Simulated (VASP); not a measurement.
# Ti3Cd (Pm-3m) in VASP: a series of runs

Ti3Cd is run at these levels: LDA; tasks: single point, relaxation of volume and atoms at fixed shape.

Program: VASP 6.6.1. These are calculated values, not measurements. Logs are shortened: lines on timing, memory, paths and dates and some standing lists are left out, and cuts for length are marked.

### Step 1. The cell of the first run

Symmetry: Pm-3m, No. 221, cubic system. The conventional cell has a = 4.039 Å, b = 4.039 Å, c = 4.039 Å, α = 90.00°, β = 90.00°, γ = 90.00°. Ti (site symmetry 4/mmm) has 8 Ti at 2.86 Å and 4 Cd at 2.86 Å within 3.8 Å. Cd (site symmetry m-3m) has 12 Ti at 2.86 Å within 3.8 Å.

### Step 2. Single point, LDA

File INCAR:

```
SYSTEM = Ti3Cd
  ALGO = Normal
  EDIFF = 1E-6
  ENCUT = 520
  GGA = CA
  ISIF = 2
  ISMEAR = -1
  LASPH = .TRUE.
  LCHARG = .TRUE.
  LELF = .TRUE.
  LREAL = .FALSE.
  LVHAR = .TRUE.
  LWAVE = .FALSE.
  NBANDS = 32
  NELM = 100
  PREC = Accurate
  SIGMA = 0.05
```

File KPOINTS:

```
k-points
0
G
  6 6 6
  0 0 0
```

File POSCAR:

```
Ti3Cd
1.0
    4.0387742176      0.0000000000      0.0000000000
    0.0000000000      4.0387742176      0.0000000000
    0.0000000000      0.0000000000      4.0387742176
Ti Cd
3 1
Direct
    0.0000000000      0.5000000000      0.5000000000
    0.5000000000      0.0000000000      0.5000000000
    0.5000000000      0.5000000000      0.0000000000
    0.0000000000      0.0000000000      0.0000000000
```

Potentials or basis: VASP PAW LDA potentials, release 64 (Ti_sv, Cd).

Launch:

```console
$ cat potpaw_LDA.64/Ti_sv/POTCAR potpaw_LDA.64/Cd/POTCAR > POTCAR
$ mpirun -np 1 vasp_std > vasp.out
```

OUTCAR:

```text
SYSTEM = Ti3Cd
   EDIFF = 1E-6
   ENCUT = 520
   GGA = CA
   ISIF = 2
   ISMEAR = -1
   LASPH = .TRUE.
   LREAL = .FALSE.
   NELM = 100
   PREC = Accurate

 ion  position               nearest neighbor table
   1  0.000  0.500  0.500-   2 2.86   3 2.86   4 2.86   3 2.86   4 2.86   2 2.86   4 2.86   4 2.86
                             2 2.86   3 2.86   3 2.86   2 2.86
   2  0.500  0.000  0.500-   1 2.86   3 2.86   4 2.86   3 2.86   4 2.86   1 2.86   3 2.86   3 2.86
                             1 2.86   4 2.86   4 2.86   1 2.86
   3  0.500  0.500  0.000-   1 2.86   2 2.86   4 2.86   1 2.86   2 2.86   2 2.86   4 2.86   2 2.86
                             1 2.86   4 2.86   1 2.86   4 2.86
   4  0.000  0.000  0.000-   1 2.86   2 2.86   3 2.86   1 2.86   2 2.86   1 2.86   3 2.86   1 2.86
                             2 2.86   3 2.86   2 2.86   3 2.86

  LATTYP: Found a simple cubic cell.
 ALAT       =     4.0387742176

  Lattice vectors:

 A1 = (   4.0387742176,   0.0000000000,   0.0000000000)
 A2 = (   0.0000000000,   4.0387742176,   0.0000000000)
 A3 = (   0.0000000000,   0.0000000000,   4.0387742176)

Analysis of symmetry for initial positions (statically):
=====================================================================
 Subroutine PRICEL returns:
 Original cell was already a primitive cell.

 Routine SETGRP: Setting up the symmetry group for a
 simple cubic supercell.

 Subroutine GETGRP returns: Found 48 space group operations
 (whereof 48 operations were pure point group operations)
 out of a pool of 48 trial point group operations.

The static configuration has the point symmetry O_h .

Analysis of symmetry for dynamics (positions and initial velocities):
=====================================================================
 Subroutine PRICEL returns:
 Original cell was already a primitive cell.

 Routine SETGRP: Setting up the symmetry group for a
 simple cubic supercell.

 Subroutine GETGRP returns: Found 48 space group operations
 (whereof 48 operations were pure point group operations)
 out of a pool of 48 trial point group operations.

The dynamic configuration has the point symmetry O_h .

 Subroutine INISYM returns: Found 48 space group operations
 (whereof 48 operations are pure point group operations),
 and found     1 'primitive' translations

----------------------------------------------------------------------------------------

                                     Primitive cell

  volume of cell :      65.8793

  direct lattice vectors                    reciprocal lattice vectors
     4.038774218  0.000000000  0.000000000     0.247599877  0.000000000  0.000000000
     0.000000000  4.038774218  0.000000000     0.000000000  0.247599877  0.000000000
     0.000000000  0.000000000  4.038774218     0.000000000  0.000000000  0.247599877

  length of vectors
     4.038774218  4.038774218  4.038774218     0.247599877  0.247599877  0.247599877

  position of ions in fractional coordinates (direct lattice)
     0.000000000  0.500000000  0.500000000
     0.500000000  0.000000000  0.500000000
     0.500000000  0.500000000  0.000000000
     0.000000000  0.000000000  0.000000000

  ion indices of the primitive-cell ions
   primitive index   ion index
                 1           1
                 2           2
                 3           3
                 4           4

----------------------------------------------------------------------------------------

 KPOINTS: k-points

Automatic generation of k-mesh.
 Grid dimensions read from file:
 generate k-points for:    6    6    6

 Generating k-lattice:

  Cartesian coordinates                     Fractional coordinates (reciprocal lattice)
     0.041266646  0.000000000  0.000000000     0.166666667  0.000000000  0.000000000
     0.000000000  0.041266646  0.000000000     0.000000000  0.166666667  0.000000000
     0.000000000  0.000000000  0.041266646     0.000000000  0.000000000  0.166666667

  Length of vectors
     0.041266646  0.041266646  0.041266646

  Shift w.r.t. Gamma in fractional coordinates (k-lattice)
     0.000000000  0.000000000  0.000000000

 Subroutine IBZKPT returns following result:
 ===========================================

 Found     20 irreducible k-points:

 Following reciprocal coordinates:
            Coordinates               Weight
  0.000000  0.000000  0.000000      1.000000
  0.166667  0.000000  0.000000      6.000000
  0.333333  0.000000  0.000000      6.000000
  0.500000  0.000000  0.000000      3.000000
  0.166667  0.166667  0.000000     12.000000
  0.333333  0.166667  0.000000     24.000000
[... 12 lines left out ...]
  0.500000  0.500000  0.333333      6.000000
  0.500000  0.500000  0.500000      1.000000
   k-points           NKPTS =     20   k-points in BZ     NKDIM =     20   number of bands    NBANDS=     32
   number of dos      NEDOS =    301   number of ions     NIONS =      4
   total plane-waves  NPLWV =  27000
   dimension x,y,z NGX =    30 NGY =   30 NGZ =   30
   dimension x,y,z NGXF=    60 NGYF=   60 NGZF=   60
   ions per type =               3   1
   NGX,Y,Z   is equivalent  to a cutoff of  12.35, 12.35, 12.35 a.u.
   NGXF,Y,Z  is equivalent  to a cutoff of  24.70, 24.70, 24.70 a.u.
 SYSTEM =  Ti3Cd
   PREC   = accura    normal or accurate (medium, high low for compatibility)
   ISTART =      0    job   : 0-new  1-cont  2-samecut
   ICHARG =      2    charge: 1-file 2-atom 10-const
   ISPIN  =      1    spin polarized calculation?
   LNONCOLLINEAR =      F non collinear calculations
   LSORBIT =      F    spin-orbit coupling
   LASPH  =      T    aspherical Exc in radial PAW
   ENCUT  =  520.0 eV  38.22 Ry    6.18 a.u.   7.51  7.51  7.51*2*pi/ulx,y,z
   NELM   =    100;   NELMIN=  2; NELMDL= -5     # of ELM steps
   EDIFF  = 0.1E-05   stopping-criterion for ELM
   LREAL  =      F    real-space projection
   EDIFFG = 0.1E-04   stopping-criterion for IOM
   NSW    =      0    number of steps for IOM
   IBRION =     -1    ionic relax: 0-MD 1-quasi-New 2-CG
   NFREE  =      0    steps in history (QN), initial steepest desc. (CG)
   ISIF   =      2    stress and relaxation
   ISYM   =      2    0-nonsym 1-usesym 2-fastsym
   POTIM  = 0.5000    time-step for ionic-motion
   TEBEG  =    0.0;   TEEND  =   0.0 temperature during run
   PSTRESS=    0.0 pullay stress
   NELECT =      48.0000    total number of electrons
   NUPDOWN=      -1.0000    fix difference up-down
   EMIN   =  10.00;   EMAX   =-10.00  energy-range for DOS
   EFERMI =   0.00;   METHOD = LEGACY
   ISMEAR =    -1;   SIGMA  =   0.05  broadening in eV -4-tet -1-fermi 0-gaus
   EFERMI_NEDOS =   21; number of points for ismear=-14 and -15
   IALGO  =     38    algorithm
   IMIX   =      4    mixing-type and parameters
     AMIX     =   0.40;   BMIX     =  1.00
     AMIX_MAG =   1.60;   BMIX_MAG =  1.00
  volume/ion in A,a.u.               =      16.47       111.14
  Fermi-wavevector in a.u.,A,eV,Ry     =   1.473123  2.783799 29.525884  2.170091
  Thomas-Fermi vector in A             =   2.588054
   LORBIT       =      0    0 simple, 1 ext, 2 COOP (PROOUT), +10 PAW based schemes
   GGA     = CA    functional components
   LHFCALC =     F    Hartree Fock is set to
   AEXX    =    0.0000 exact exchange contribution
   IVDW    =     0    specifies the selected vdW correction
   LEPSILON=     F    determine dielectric tensor
   LRPA    =     F    only Hartree local field effects (RPA)
 non-spin polarized calculation
  energy-cutoff  :      520.00
  volume of cell :       65.88
 maximum number of plane-waves:      1800
   NGX = 15   NGY = 15   NGZ = 15

 number of electron      47.9999987 magnetization

 Free energy of the ion-electron system (eV)
  ---------------------------------------------------
  ext. energy  EPLUGINS =         0.00000000
  ---------------------------------------------------
  free energy    TOTEN  =       -27.24831716 eV

  energy without entropy =      -27.20901468  energy(sigma->0) =      -27.22866592

 E-fermi :   7.3772     XC(G=0): -12.2521

 val. band max:        7.3518322413   @ k =   0.3333   0.0000   0.0000
 cond. band min:       7.3774440991   @ k =   0.3333   0.3333   0.1667
 fundamental gap:      0.0256118578
 Fermi energy:         7.3772276117

 k-point     1 :       0.0000    0.0000    0.0000
  band No.  band energies     occupation
      1     -48.5166      2.00000
      2     -48.3572      2.00000
      3     -48.3572      2.00000
      4     -25.3560      2.00000
      5     -25.3560      2.00000
      6     -25.3560      2.00000
[... 24 lines left out ...]
     31      10.5035      0.00000
     32      10.5035      0.00000

 k-point     2 :       0.1667    0.0000    0.0000
  band No.  band energies     occupation
      1     -48.5071      2.00000
      2     -48.3666      2.00000
      3     -48.3571      2.00000
      4     -25.3356      2.00000
      5     -25.3356      2.00000
      6     -25.3262      2.00000
[... 24 lines left out ...]
     31      10.2578      0.00000
     32      10.4758      0.00000

 k-point     3 :       0.3333    0.0000    0.0000
  band No.  band energies     occupation
      1     -48.4827      2.00000
      2     -48.3908      2.00000
      3     -48.3568      2.00000
      4     -25.2856      2.00000
      5     -25.2856      2.00000
      6     -25.2459      2.00000
[... 24 lines left out ...]
     31       9.7297      0.00000
     32      10.0455      0.00000

 k-point     4 :       0.5000    0.0000    0.0000
  band No.  band energies     occupation
      1     -48.4632      2.00000
      2     -48.4103      2.00000
      3     -48.3566      2.00000
      4     -25.2512      2.00000
      5     -25.2512      2.00000
      6     -25.1759      2.00000
[... 514 lines left out ...]
     31       9.9817      0.00000
     32      10.0043      0.00000

 k-point    19 :       0.5000    0.5000    0.3333
  band No.  band energies     occupation
      1     -48.4092      2.00000
      2     -48.4091      2.00000
      3     -48.4091      2.00000
      4     -25.4362      2.00000
      5     -25.3590      2.00000
      6     -25.3250      2.00000
[... 24 lines left out ...]
     31       9.7646      0.00000
     32       9.9262      0.00000

 k-point    20 :       0.5000    0.5000    0.5000
  band No.  band energies     occupation
      1     -48.4090      2.00000
      2     -48.4090      2.00000
      3     -48.4090      2.00000
      4     -25.4776      2.00000
      5     -25.3576      2.00000
      6     -25.3576      2.00000
[... 24 lines left out ...]
     31       9.4840      0.00000
     32       9.9472      0.00000

------------------------ aborting loop because EDIFF is reached ----------------------------------------

  FORCE on cell =-STRESS in cart. coord.  units (eV):
  Direction    XX          YY          ZZ          XY          YZ          ZX
  --------------------------------------------------------------------------------------
  -------------------------------------------------------------------------------------
  Total        0.1571707      0.1571707      0.1571707      0.0000000      0.0000000     -0.0000000
  in kB        3.8223763      3.8223763      3.8223763      0.0000000      0.0000000     -0.0000000
  external PRESSURE =       3.8223763 kB  Pullay stress =       0.0000000 kB

 VOLUME and BASIS-vectors are now :
 -----------------------------------------------------------------------------
  energy-cutoff  :      520.00
  volume of cell :       65.88
      direct lattice vectors                 reciprocal lattice vectors
     4.038774218  0.000000000  0.000000000     0.247599877  0.000000000  0.000000000
     0.000000000  4.038774218  0.000000000     0.000000000  0.247599877  0.000000000
     0.000000000  0.000000000  4.038774218     0.000000000  0.000000000  0.247599877

 POSITION                                       TOTAL-FORCE (eV/Angst)
 -----------------------------------------------------------------------------------
      0.00000      2.01939      2.01939         0.000000      0.000000      0.000000
      2.01939      0.00000      2.01939         0.000000      0.000000      0.000000
      2.01939      2.01939      0.00000         0.000000      0.000000      0.000000
      0.00000      0.00000      0.00000         0.000000      0.000000      0.000000
 -----------------------------------------------------------------------------------
    total drift:                                0.000000      0.000000     -0.000000

  FREE ENERGIE OF THE ION-ELECTRON SYSTEM (eV)
  ---------------------------------------------------
  free  energy   TOTEN  =       -27.2483171643 eV

  energy  without entropy=      -27.2090146760  energy(sigma->0) =      -27.22866592
```

Wall time 53 s (1 thread of Intel Xeon 8259CL, shared host); peak memory 0.17 GiB.

Results:

```
Free energy            : -27.2483 eV
Pressure               : 0.4 GPa
Band gap on the k mesh : zero (bands 24 and 25 overlap by 0.56 eV)
```

Levels at points of the mesh, in eV from the Fermi level:
```csv
k point,band 22,band 23,band 24,band 25,band 26,band 27
"(0.00, 0.00, 0.00)",-0.79,-0.77,-0.77,2.05,2.05,2.05
"(0.50, 0.00, 0.00)",-0.90,-0.65,0.41,0.75,0.75,1.04
"(0.50, 0.50, 0.00)",-1.07,-0.33,-0.15,-0.15,0.97,0.97
"(0.50, 0.50, 0.50)",-0.35,-0.35,-0.35,0.70,0.70,0.70
```

(Continued in part 2 of 2.)
